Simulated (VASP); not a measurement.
Write the native input for VASP 6.6.1 that does the following.

| Property | Result |
| --- | --- |
| Task | single point |
| Functional | PBE |
| Potentials or basis | VASP PAW PBE potentials, release 64 (Sn_d) |
| Cutoff | 520 eV |
| k mesh | 12 × 12 × 12 |
| Occupations | gaussian, width 0.15 eV |
| Spin | no spin polarisation |
| Dipole correction | no |
| Further INCAR settings | ALGO = Fast; EDIFF = 1e-06; NBANDS = 21 |

The structure of Sn lies in POSCAR:

```
Sn
1.0
    0.0000000000      3.2456000000      3.3429680000
    3.2456000000      0.0000000000      3.3429680000
    3.2456000000      3.2456000000      0.0000000000
Sn
2
Direct
    0.5000000000      0.5000000000      0.5000000000
    0.7500000000      0.7500000000      0.7500000000
```

This cell differs from its parent crystal: strain +0.000 along x and y, +0.030 along z.

These files were run (other wordings do the same):

INCAR

```
ALGO = Fast
EDIFF = 1E-6
ENCUT = 520
GGA = PE
ISIF = 2
ISMEAR = 0
LASPH = T
LCHARG = F
LREAL = F
LWAVE = F
NBANDS = 21
NELM = 80
PREC = Accurate
SIGMA = 0.15
```

KPOINTS

```
k-points
0
Gamma
  12 12 12
```

Potentials or basis: VASP PAW PBE potentials, release 64 (Sn_d).

Run with:

```sh
$ cat potpaw_PBE.64/Sn_d/POTCAR > POTCAR
$ mpirun -np 1 vasp_std > vasp.out
```

Results of the run:

The pressure is 1.7 GPa and the band gap on the k mesh is zero (band 14 reaches 5.48 eV, above the bottom of band 15 at 5.25 eV).

Caveat: the cell differs from its parent crystal (strain +0.000 along x and y, +0.030 along z); spin-orbit coupling is left out, which moves the levels of the heavy elements.

Wall time 98 s on 1 thread of Intel(R) Xeon(R) 6975P-C (Granite Rapids) (shared host), peak memory 0.33 GiB.
